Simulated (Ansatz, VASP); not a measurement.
# One calculation of CsSnI3, two programs

```
Cs Sn I
1.0
     6.22318    0.00000    0.00000
     0.00000    6.22318    0.00000
     0.00000    0.00000    6.22318
Cs Sn I
1 1 3
Cartesian
  0.0000 0.0000 0.0000
  3.1116 3.1116 3.1116
  0.0000 3.1116 3.1116
  3.1116 0.0000 3.1116
  3.1116 3.1116 0.0000
```

Alike in both runs: functional r2SCAN; k mesh 6 × 6 × 6; occupations gaussian, width 0.02 eV; no spin polarisation.

Ansatz relaxed the structure, and its values are those at the end. VASP's run is a single point on that final structure, the one shown.

|  | VASP | Ansatz |
| --- | --- | --- |
| version | VASP 6.6.1 | Ansatz 0.2.0 |
| potentials or method | VASP PAW PBE potentials, release 64 (Cs_sv, Sn_d, I), cutoff 520 eV | scalar-relativistic, plane waves, PAW |
| valence electrons in the cell | 44 | 74 |

```tsv
	VASP	Ansatz	Ansatz less VASP
gap on the k mesh at the Fermi level (eV)	0.46	0.46	+0.001
least direct gap on the mesh (eV)	0.46	0.46	+0.001
pressure (GPa)	0.0	0.0	0.00
```

VASP's potentials were made for PBE, not for r2SCAN. The functional is the same, so the differences come from potentials, cutoffs and numerics. VASP's potentials hold 44 valence electrons a cell and Ansatz's 74, so a difference there can come from the potentials and not from the codes.

Spin-orbit coupling is off throughout.
